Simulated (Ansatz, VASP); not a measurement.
**CoSi in VASP and in Ansatz**

```
Co Si
1.0
     4.25425    0.00000    0.00000
     0.00000    4.25425    0.00000
     0.00000    0.00000    4.38583
Co Si
4 4
Direct
  0.14564 0.14564 0.14564
  0.35436 0.85436 0.64564
  0.64564 0.35436 0.85436
  0.85436 0.64564 0.35436
  0.84333 0.84333 0.84333
  0.65667 0.15667 0.34333
  0.34333 0.65667 0.15667
  0.15667 0.34333 0.65667
```

Change from the starting cell: strain -0.030 along x and y, +0.000 along z, atoms carried along.

Alike in both runs: task single point; functional PBEsol; k mesh 10 × 10 × 10; occupations gaussian, width 0.15 eV; no spin polarisation.

|  | VASP | Ansatz |
| --- | --- | --- |
| version | VASP 6.6.1 | Ansatz 0.2.0 |
| potentials or method | VASP PAW PBE potentials, release 64 (Co, Si), cutoff 520 eV | scalar-relativistic, plane waves, PAW |
| valence electrons in the cell | 52 | 84 |

```tsv
	VASP	Ansatz	Ansatz less VASP
gap on the k mesh at the Fermi level (eV)	none	none	-
pressure (GPa)	17.8	17.5	-0.32
traceless stress, the component that is largest in VASP (GPa)	-6.33	-6.27	+0.062
rms of the force components (eV/Å)	0.080	0.076	-0.0044
```

VASP's potentials were made for PBE, not for PBEsol. Atom by atom the forces differ by 0.005 eV/Å (rms over components). A gap of «none» marks a metal or a gap that the smearing closes. VASP's potentials hold 52 valence electrons a cell and Ansatz's 84, so a difference there can come from the potentials and not from the codes.
